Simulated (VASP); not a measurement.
Crystal: Cu.

```
Cu
1.0
     0.00000    1.77639    1.77639
     1.77639    0.00000    1.77639
     1.77639    1.77639    0.00000
Cu
1
Cartesian
  0.0000 0.0000 0.0000
```

This cell differs from its parent crystal: volume scaled by 1.03.

Base run:

* Program: VASP 6.6.1
* Functional: LDA
* Potentials or basis: VASP PAW LDA potentials, release 64 (Cu)
* Cutoff: 520 eV
* k mesh: 20 × 20 × 20
* Occupations: gaussian, width 0.1 eV
* Spin: no spin polarisation

Its results: pressure -4.2 GPa.

**Question.** The run is repeated on the same cell with these changes: potentials or basis from VASP PAW LDA potentials, release 64 (Cu) to VASP PAW LDA potentials, release 64 (Cu_sv_GW); cutoff from 520 eV to 700 eV; further incar settings from ALGO = Fast; EDIFF = 1e-06; NBANDS = 12 to ALGO = Normal; EDIFF = 1e-06; NBANDS = 16; valence electrons from 11 to 19. What comes out?

**Answer.** Pressure -9.4 GPa.
